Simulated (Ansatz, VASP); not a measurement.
**WS2: VASP beside Ansatz**

File INCAR:

```
  PREC = Accurate
  ENCUT = 520
  EDIFF = 1E-6
  ISMEAR = 0
  SIGMA = 0.05
  LREAL = False
  LASPH = True
  NELM = 80
  ALGO = Normal
  ISIF = 2
  LWAVE = False
  LCHARG = False
  GGA = PS
  NBANDS = 20
```

KPOINTS

```
regular mesh
0
Gamma
  12 12 2
```

POSCAR

```
WS2
1.0
    2.9884874136      0.0000000000      0.0000000000
   -1.4942437068      2.5881060190      0.0000000000
    0.0000000000      0.0000000000     17.8010921388
W S
1 2
Direct
    0.3333333333      0.6666666667      0.0000000000
    0.6666666667      0.3333333333      0.9075761491
    0.6666666667      0.3333333333      0.0924238509
```

Input for Ansatz:

```yaml
crystal:
  lattice:
    - [2.9884874136, 0.0, 0.0]
    - [-1.4942437068, 2.588106019, 0.0]
    - [0.0, 0.0, 17.8010921388]
  atoms:
    - { symbol: W, position: [0.3333333333, 0.6666666667, 0.0] }
    - { symbol: S, position: [0.6666666667, 0.3333333333, 0.9075761491] }
    - { symbol: S, position: [0.6666666667, 0.3333333333, 0.0924238509] }
basis:
  ecutwfc: 420
kpoints:
  mp_grid: { grid: [12, 12, 2] }
hamiltonian:
  xc: pbesol
scf:
  occupations: { method: gaussian, width: 0.05 }
output:
  forces: true
  stress: true
  eigenvalues: true
```

Change from the starting cell: strain -0.050 along x and y, +0.050 along z, atoms carried along.

Alike in both runs: task single point; functional PBEsol; k mesh 12 × 12 × 2; occupations gaussian, width 0.05 eV; no spin polarisation.

|  | VASP | Ansatz |
| --- | --- | --- |
| version | VASP 6.6.1 | Ansatz 0.2.0 |
| potentials or method | VASP PAW PBE potentials, release 64 (W_sv, S), cutoff 520 eV | scalar-relativistic, plane waves, PAW |
| valence electrons in the cell | 26 | 26 |

|  | VASP | Ansatz | Ansatz less VASP |
| --- | --- | --- | --- |
| gap on the k mesh at the Fermi level (eV) | 1.61 | 1.61 | -0.003 |
| least direct gap on the mesh (eV) | 2.46 | 2.45 | -0.006 |
| rms of the force components (eV/Å) | 0.160 | 0.172 | +0.0112 |

VASP's potentials were made for PBE, not for PBEsol. Atom by atom the forces differ by 0.011 eV/Å (rms over components).

Neither program's run includes spin-orbit coupling.
